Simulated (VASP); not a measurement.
Here is a VASP 6.6.1 calculation.

Contents of INCAR:

```
ALGO = Normal
EDIFF = 1E-6
ENCUT = 520
GGA = PS
ISIF = 2
ISMEAR = 0
LASPH = True
LCHARG = False
LREAL = False
LWAVE = False
NBANDS = 20
NELM = 80
PREC = Accurate
SIGMA = 0.02
```

File KPOINTS:

```
k-points
0
Gamma
  12 12 12
```

File POSCAR:

```
WS2
1.0
    1.6182385438      0.9342904589      6.5013886505
   -1.6182385438      0.9342904589      6.5013886505
    0.0000000000     -1.8685809178      6.5013886505
W S
1 2
Direct
    0.0023863938      0.0023863938      0.0023863938
    0.7525014859      0.7525014859      0.7525014859
    0.5764121202      0.5764121202      0.5764121202
```

Potentials or basis: VASP PAW PBE potentials, release 64 (W_sv, S).

Command:

```sh
$ cat potpaw_PBE.64/W_sv/POTCAR potpaw_PBE.64/S/POTCAR > POTCAR
$ mpirun -np 1 vasp_std > vasp.out
```

Q: What does it give for the band gap on the k mesh?

A: 0.96 eV, indirect (least direct gap 1.87 eV).

Q: What does it give for the pressure?

A: -18.3 GPa.

Q: Estimate the largest force.

A: 3.578 eV/Å.

Forces in eV/Å, atoms in the order of the input:
```
W    0.000  0.000 -1.763
S    0.000  0.000 -1.815
S    0.000  0.000  3.578
```

Caveat: the cell differs from its parent crystal (strained); the PAW data sets were made with another functional, which shifts forces and pressure a little; spin-orbit coupling is left out, which moves the levels of the heavy elements. A k mesh can miss the band edges.
